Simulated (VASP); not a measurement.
# NbTe (P-6m2) in VASP: settings compared

The runs below take NbTe through single point, with PBEsol, PBEsol+D3(BJ).

Everything below comes from runs of VASP 6.6.1. Logs are shortened: lines on timing, memory, paths and dates and some standing lists are left out, and cuts for length are marked.

## 1. The cell of the first run

It takes space group P-6m2 (No. 187, hexagonal). Conventional cell: a = 3.574 Å, b = 3.574 Å, c = 3.658 Å, α = 90.00°, β = 90.00°, γ = 120.00°. Within 3.6 Å of Te (site symmetry -6m2) lie 6 Nb at 2.76 Å and 6 Te at 3.57 Å. Nb (site symmetry -6m2) has 6 Te at 2.76 Å and 6 Nb at 3.57 Å within 3.6 Å.

## 2. Single point, PBEsol

The input, INCAR:

```
PREC = Accurate
ENCUT = 520
EDIFF = 1E-6
ISMEAR = -1
SIGMA = 0.05
LREAL = F
LASPH = T
NELM = 100
ALGO = Normal
ISIF = 2
LWAVE = F
LCHARG = F
GGA = PS
NBANDS = 16
```

The input, KPOINTS:

```
regular mesh
0
Gamma
  8 8 7
```

The input, POSCAR:

```
NbTe
1.0
    3.5735360208      0.0000000000      0.0000000000
   -1.7867680104      3.0947729754      0.0000000000
    0.0000000000      0.0000000000      3.6575298170
Te Nb
1 1
Direct
    0.6666666667      0.3333333333      0.0000000000
    0.0000000000      0.0000000000      0.5000000000
```

Potentials or basis: VASP PAW PBE potentials, release 64 (Te, Nb_sv).

On the command line:

```sh
> cat potpaw_PBE.64/Te/POTCAR potpaw_PBE.64/Nb_sv/POTCAR > POTCAR
> mpirun -np 1 vasp_std > vasp.out
```

OUTCAR:

```text
PREC = Accurate
   ENCUT = 520
   EDIFF = 1E-6
   ISMEAR = -1
   LREAL = F
   LASPH = T
   NELM = 100
   ISIF = 2
   GGA = PS

 ion  position               nearest neighbor table
   1  0.667  0.333  0.000-   2 2.76   2 2.76   2 2.76   2 2.76   2 2.76   2 2.76
   2  0.000  0.000  0.500-   1 2.76   1 2.76   1 2.76   1 2.76   1 2.76   1 2.76

  LATTYP: Found a hexagonal cell.
 ALAT       =     3.5735360208
 C/A-ratio  =     1.0235043933

  Lattice vectors:

 A1 = (   3.5735360208,   0.0000000000,   0.0000000000)
 A2 = (  -1.7867680104,   3.0947729754,   0.0000000000)
 A3 = (   0.0000000000,   0.0000000000,   3.6575298170)

Analysis of symmetry for initial positions (statically):
=====================================================================
 Subroutine PRICEL returns:
 Original cell was already a primitive cell.

 Routine SETGRP: Setting up the symmetry group for a
 hexagonal supercell.

 Subroutine GETGRP returns: Found 12 space group operations
 (whereof 12 operations were pure point group operations)
 out of a pool of 24 trial point group operations.

The static configuration has the point symmetry D_3h.

Analysis of symmetry for dynamics (positions and initial velocities):
=====================================================================
 Subroutine PRICEL returns:
 Original cell was already a primitive cell.

 Routine SETGRP: Setting up the symmetry group for a
 hexagonal supercell.

 Subroutine GETGRP returns: Found 12 space group operations
 (whereof 12 operations were pure point group operations)
 out of a pool of 24 trial point group operations.

The dynamic configuration has the point symmetry D_3h.

 Subroutine INISYM returns: Found 12 space group operations
 (whereof 12 operations are pure point group operations),
 and found     1 'primitive' translations

----------------------------------------------------------------------------------------

                                     Primitive cell

  volume of cell :      40.4497

  direct lattice vectors                    reciprocal lattice vectors
     3.573536021  0.000000000  0.000000000     0.279834873  0.161562739  0.000000000
    -1.786768010  3.094772975  0.000000000     0.000000000  0.323125479  0.000000000
     0.000000000  0.000000000  3.657529817     0.000000000  0.000000000  0.273408571

  length of vectors
     3.573536021  3.573536021  3.657529817     0.323125479  0.323125479  0.273408571

  position of ions in fractional coordinates (direct lattice)
     0.666666667  0.333333333  0.000000000
[... 78 lines left out ...]
   EDIFF  = 0.1E-05   stopping-criterion for ELM
   LREAL  =      F    real-space projection
   EDIFFG = 0.1E-04   stopping-criterion for IOM
   NSW    =      0    number of steps for IOM
   IBRION =     -1    ionic relax: 0-MD 1-quasi-New 2-CG
   NFREE  =      0    steps in history (QN), initial steepest desc. (CG)
   ISIF   =      2    stress and relaxation
   ISYM   =      2    0-nonsym 1-usesym 2-fastsym
   POTIM  = 0.5000    time-step for ionic-motion
   TEBEG  =    0.0;   TEEND  =   0.0 temperature during run
   PSTRESS=    0.0 pullay stress
   NELECT =      19.0000    total number of electrons
   NUPDOWN=      -1.0000    fix difference up-down
   EMIN   =  10.00;   EMAX   =-10.00  energy-range for DOS
   EFERMI =   0.00;   METHOD = LEGACY
   ISMEAR =    -1;   SIGMA  =   0.05  broadening in eV -4-tet -1-fermi 0-gaus
   EFERMI_NEDOS =   21; number of points for ismear=-14 and -15
   IALGO  =     38    algorithm
   IMIX   =      4    mixing-type and parameters
     AMIX     =   0.40;   BMIX     =  1.00
     AMIX_MAG =   1.60;   BMIX_MAG =  1.00
  volume/ion in A,a.u.               =      20.22       136.48
  Fermi-wavevector in a.u.,A,eV,Ry     =   1.272588  2.404842 22.034359  1.619480
  Thomas-Fermi vector in A             =   2.405458
   LORBIT       =      0    0 simple, 1 ext, 2 COOP (PROOUT), +10 PAW based schemes
   GGA     = PS    functional components
   LHFCALC =     F    Hartree Fock is set to
   AEXX    =    0.0000 exact exchange contribution
   IVDW    =     0    specifies the selected vdW correction
   LEPSILON=     F    determine dielectric tensor
   LRPA    =     F    only Hartree local field effects (RPA)
 non-spin polarized calculation
  energy-cutoff  :      520.00
  volume of cell :       40.45
 maximum number of plane-waves:      1112
 NGX is ok and might be reduce to    28
   NGX = 13   NGY = 13   NGZ = 13

 number of electron      19.0000002 magnetization

 Free energy of the ion-electron system (eV)
  ---------------------------------------------------
  ext. energy  EPLUGINS =         0.00000000
  ---------------------------------------------------
  free energy    TOTEN  =       -14.88242591 eV

  energy without entropy =      -14.87392261  energy(sigma->0) =      -14.87817426

 E-fermi :  12.1105     XC(G=0): -11.7920

 val. band max:       12.0567055756   @ k =   0.1250  -0.0000   0.2857
 cond. band min:      12.1784963196   @ k =   0.1250  -0.0000   0.0000
 fundamental gap:      0.1217907440
 Fermi energy:        12.1105453735

 k-point     1 :       0.0000    0.0000    0.0000
  band No.  band energies     occupation
      1     -43.2830      2.00000
      2     -19.5632      2.00000
      3     -19.3079      2.00000
      4     -19.3079      2.00000
      5      -2.6950      2.00000
      6       8.6867      2.00000
[... 433 lines left out ...]
      3     -19.4658      2.00000
      4     -19.3377      2.00000
      5      -0.7645      2.00000
      6       5.4209      2.00000
[... 8 lines left out ...]
     15      18.7020      0.00000
     16      21.3560      0.00000

 [... further k-points ...]

------------------------ aborting loop because EDIFF is reached ----------------------------------------

  FORCE on cell =-STRESS in cart. coord.  units (eV):
  Direction    XX          YY          ZZ          XY          YZ          ZX
  --------------------------------------------------------------------------------------
  -------------------------------------------------------------------------------------
  Total        1.2386144      1.2386144      1.2233436      0.0000000      0.0000000      0.0000000
  in kB       49.0604876     49.0604876     48.4556258      0.0000000      0.0000000      0.0000000
  external PRESSURE =      48.8588670 kB  Pullay stress =       0.0000000 kB

 VOLUME and BASIS-vectors are now :
 -----------------------------------------------------------------------------
  energy-cutoff  :      520.00
  volume of cell :       40.45
      direct lattice vectors                 reciprocal lattice vectors
     3.573536021  0.000000000  0.000000000     0.279834873  0.161562739  0.000000000
    -1.786768010  3.094772975  0.000000000     0.000000000  0.323125479  0.000000000
     0.000000000  0.000000000  3.657529817     0.000000000  0.000000000  0.273408571

 POSITION                                       TOTAL-FORCE (eV/Angst)
 -----------------------------------------------------------------------------------
      1.78677      1.03159      0.00000         0.000000     -0.000000      0.000000
      0.00000      0.00000      1.82876         0.000000      0.000000      0.000000
 -----------------------------------------------------------------------------------
    total drift:                               -0.000000      0.000000     -0.000000

  FREE ENERGIE OF THE ION-ELECTRON SYSTEM (eV)
  ---------------------------------------------------
  free  energy   TOTEN  =       -14.8824259084 eV

  energy  without entropy=      -14.8739226053  energy(sigma->0) =      -14.87817426
```

OSZICAR:

```text
N       E                     dE             d eps       ncg     rms          rms(c)
DAV:   1     0.151466334217E+03    0.15147E+03   -0.96635E+03  1280   0.110E+03
DAV:   2    -0.565827268600E+01   -0.15712E+03   -0.15296E+03  1672   0.375E+02
DAV:   3    -0.151121439811E+02   -0.94539E+01   -0.93220E+01  2320   0.694E+01
DAV:   4    -0.153099922530E+02   -0.19785E+00   -0.19768E+00  1616   0.963E+00
DAV:   5    -0.153169630939E+02   -0.69708E-02   -0.69699E-02  2048   0.182E+00    0.806E+00
DAV:   6    -0.149226773510E+02    0.39429E+00   -0.11605E+00  2000   0.953E+00    0.355E+00
DAV:   7    -0.148910570281E+02    0.31620E-01   -0.70933E-02  1584   0.193E+00    0.175E+00
DAV:   8    -0.148825338763E+02    0.85232E-02   -0.21700E-02  1904   0.999E-01    0.235E-01
DAV:   9    -0.148824254420E+02    0.10843E-03   -0.15446E-03  1536   0.315E-01    0.118E-01
DAV:  10    -0.148824293474E+02   -0.39053E-05   -0.25081E-04  2112   0.164E-01    0.278E-02
DAV:  11    -0.148824260916E+02    0.32557E-05   -0.98681E-06  1680   0.317E-02    0.107E-02
DAV:  12    -0.148824259084E+02    0.18320E-06   -0.50126E-07  1192   0.827E-03
   1 F= -.14882426E+02 E0= -.14878174E+02  d E =-.850330E-02
```

Run time: 13 s. Hardware: 1 thread of Intel Xeon Platinum 8488C (Sapphire Rapids), shared host; peak memory 0.17 GiB.

What came out:

```yaml
Free_energy: -14.8824 eV
Pressure: 4.9 GPa
```

Levels at points of the mesh, in eV from the Fermi level:
```
           k point  band 6  band 7  band 8  band 9  band 10  band 11  band 12  band 13  band 14  band 15
(0.00, 0.00, 0.00)   -3.42   -3.20   -3.20   -2.58     0.13     0.13     2.77     2.77     3.46     5.98
(0.50, 0.00, 0.00)   -7.72   -4.26   -3.00   -2.51    -0.25     1.46     1.85     3.20     4.03     5.83
```

Caveat: the PAW data sets were made with another functional, which shifts forces and pressure a little; spin-orbit coupling is left out, which moves the levels of the heavy elements.

## 3. Single point, PBEsol+D3(BJ)

This run uses another cell than the first one, of 20.15 Å³/atom, 0.997 times its volume.

The input, INCAR:

```
PREC     = Accurate       # precision mode
ENCUT    = 520            # plane-wave cutoff, eV
EDIFF    = 1E-6           # SCF threshold, eV
ISMEAR   = -1             # smearing method
SIGMA    = 0.05           # smearing width, eV
LREAL    = False          # projectors in reciprocal space
LASPH    = True           # aspherical terms in the spheres
NELM     = 80             # most SCF steps
ALGO     = Normal         # electronic algorithm
ISIF     = 2              # what is computed and relaxed
LWAVE    = False          # write WAVECAR
LCHARG   = False          # write CHGCAR
GGA      = PS             # functional
IVDW     = 12             # dispersion correction
NBANDS   = 16             # bands
```

The input, KPOINTS:

```
Automatic mesh
0
Gamma
  8 8 7
```

The input, POSCAR:

```
NbTe
1.0
    3.5684356221      0.0000000000      0.0000000000
   -1.7842178110      3.0903559005      0.0000000000
    0.0000000000      0.0000000000      3.6552653546
Te Nb
1 1
Direct
    0.6666666667      0.3333333333      0.0000000000
    0.0000000000      0.0000000000      0.5000000000
```

Potentials or basis: VASP PAW PBE potentials, release 64 (Te, Nb_sv).

On the command line:

```sh
> cat potpaw_PBE.64/Te/POTCAR potpaw_PBE.64/Nb_sv/POTCAR > POTCAR
> mpirun -np 1 vasp_std > vasp.out
```

It took 13 s on 1 thread of Intel Xeon Platinum 8488C (Sapphire Rapids), shared host; peak memory 0.18 GiB.

It converged, with:

```yaml
Free_energy: -16.2428 eV
Pressure: -0.1 GPa
Dispersion_energy_per_atom: -0.682 eV
```

Levels at points of the mesh, in eV from the Fermi level:
| k point | band 6 | band 7 | band 8 | band 9 | band 10 | band 11 | band 12 | band 13 | band 14 | band 15 |
| --- | --- | --- | --- | --- | --- | --- | --- | --- | --- | --- |
| (0.00, 0.00, 0.00) | -3.44 | -3.20 | -3.20 | -2.59 | 0.13 | 0.13 | 2.78 | 2.78 | 3.48 | 5.99 |
| (0.50, 0.00, 0.00) | -7.74 | -4.28 | -3.01 | -2.51 | -0.26 | 1.47 | 1.86 | 3.21 | 4.04 | 5.84 |

Caveat: the PAW data sets were made with another functional, which shifts forces and pressure a little; spin-orbit coupling is left out, which moves the levels of the heavy elements; pairwise dispersion overbinds metals, which lowers pressure and volume.

## 4. Single point, PBEsol+D3(BJ)

This run uses another cell than the first one, of 20.28 Å³/atom, 1.003 times its volume.

The input, INCAR:

```
PREC = Accurate ; ENCUT = 520
EDIFF = 1E-6 ; ISMEAR = -1
SIGMA = 0.05 ; LREAL = False
LASPH = True ; NELM = 100
ALGO = Normal ; ISIF = 2
LWAVE = False ; LCHARG = True
GGA = PS ; IVDW = 12
LELF = True ; LVHAR = True
NBANDS = 16
```

KPOINTS is that of step 3.

The input, POSCAR:

```
NbTe
1.0
    3.5788039433      0.0000000000      0.0000000000
   -1.7894019716      3.0993351301      0.0000000000
    0.0000000000      0.0000000000      3.6575827848
Te Nb
1 1
Direct
    0.6666666667      0.3333333333      0.0000000000
    0.0000000000      0.0000000000      0.5000000000
```

On the command line:

```sh
> cat potpaw_PBE.64/Te/POTCAR potpaw_PBE.64/Nb_sv/POTCAR > POTCAR
> mpirun -np 1 vasp_std > vasp.out
```

Run time: 14 s. Hardware: 1 thread of Intel Xeon Platinum 8488C (Sapphire Rapids), shared host; peak memory 0.18 GiB.

Results (log left out):

| Quantity | Value |
| --- | --- |
| Free energy | -16.2420 eV |
| Pressure | -1.0 GPa |
| Dispersion energy per atom | -0.678 eV |

Levels at points of the mesh, in eV from the Fermi level:
```csv
k point,band 6,band 7,band 8,band 9,band 10,band 11,band 12,band 13,band 14,band 15
"(0.00, 0.00, 0.00)",-3.41,-3.20,-3.20,-2.57,0.13,0.13,2.76,2.76,3.43,5.98
"(0.50, 0.00, 0.00)",-7.70,-4.25,-2.99,-2.52,-0.25,1.44,1.83,3.20,4.02,5.83
```

Caveat: three body term missing; the PAW data sets were made with another functional, which shifts forces and pressure a little; spin-orbit coupling is left out, which moves the levels of the heavy elements; pairwise dispersion overbinds metals, which lowers pressure and volume.

## 5. Single point, PBEsol

This run uses another cell than the first one, of 20.96 Å³/atom, 1.036 times its volume.

The input, INCAR:

```
ALGO     = Normal         # electronic algorithm
EDIFF    = 1E-7           # SCF threshold, eV
ENCUT    = 520            # plane-wave cutoff, eV
GGA      = PS             # functional
ISIF     = 2              # what is computed and relaxed
ISMEAR   = -1             # smearing method
LASPH    = True           # aspherical terms in the spheres
LCHARG   = True           # write CHGCAR
LELF     = True           # ELF
LREAL    = False          # projectors in reciprocal space
LVHAR    = True         
LWAVE    = False          # write WAVECAR
NBANDS   = 16             # bands
NELM     = 80             # most SCF steps
PREC     = Accurate       # precision mode
SIGMA    = 0.05           # smearing width, eV
```

The input, KPOINTS:

```
k-points
0
Gamma
  8 8 7
```

The input, POSCAR:

```
NbTe
1.0
    3.6298762600      0.0000000000      0.0000000000
   -1.8149381300      3.1435650538      0.0000000000
    0.0000000000      0.0000000000      3.6739123223
Te Nb
1 1
Direct
    0.6666666667      0.3333333333      0.0000000000
    0.0000000000      0.0000000000      0.5000000000
```

On the command line:

```sh
> cat potpaw_PBE.64/Te/POTCAR potpaw_PBE.64/Nb_sv/POTCAR > POTCAR
> mpirun -np 1 vasp_std > vasp.out
```

Run time: 14 s. Hardware: 1 thread of Intel Xeon Platinum 8488C (Sapphire Rapids), shared host; peak memory 0.17 GiB.

The run converged. Its results:

```
Free energy : -14.9043 eV
Pressure    : -0.1 GPa
```

Levels at points of the mesh, in eV from the Fermi level:
| k point | band 6 | band 7 | band 8 | band 9 | band 10 | band 11 | band 12 | band 13 | band 14 | band 15 |
| --- | --- | --- | --- | --- | --- | --- | --- | --- | --- | --- |
| (0.00, 0.00, 0.00) | -3.24 | -3.18 | -3.18 | -2.48 | 0.13 | 0.13 | 2.62 | 2.62 | 3.16 | 5.93 |
| (0.50, 0.00, 0.00) | -7.49 | -4.07 | -2.84 | -2.56 | -0.23 | 1.35 | 1.68 | 3.12 | 3.92 | 5.76 |

Caveat: the PAW data sets were made with another functional, which shifts forces and pressure a little; spin-orbit coupling is left out, which moves the levels of the heavy elements.

(Part 1 of 2 ends here.)
